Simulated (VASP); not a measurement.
Ir: single point with LDA

The system is Ir.

```xyz
1
Lattice="-1.5701 1.5701 1.5701 1.5701 -1.5701 1.5701 1.5701 1.5701 -1.5701" Properties=species:S:1:pos:R:3 pbc="T T T"
Ir    0.0000    0.0000    0.0000
```

This cell differs from its parent crystal: volume scaled by 1.08.

| Item | Value |
| --- | --- |
| Program | VASP 6.6.1 |
| Task | single point |
| Functional | LDA |
| Potentials or basis | VASP PAW LDA potentials, release 64 (Ir) |
| Cutoff | 520 eV |
| k mesh | 16 × 16 × 16 |
| Occupations | fermi-dirac, width 0.1 eV |
| Spin | no spin polarisation |

- Pressure: -21.1 GPa

Levels at points of the mesh, in eV from the Fermi level:
```csv
k point,band 1,band 2,band 3,band 4,band 5,band 6,band 7,band 8
"(0.00, 0.00, 0.00)",-9.94,-3.28,-3.28,-3.28,-0.46,-0.46,16.92,16.92
"(0.50, 0.00, 0.00)",-6.87,-4.94,-0.65,-0.03,0.10,2.03,7.31,13.03
"(0.50, 0.50, 0.50)",-6.36,-6.36,1.39,1.39,1.39,7.71,7.71,7.71
```

It took 32 s on 1 thread of AMD EPYC 7R13 (shared host), peak memory 0.11 GiB.

Caveat: spin-orbit coupling is left out, which moves the levels of the heavy elements.
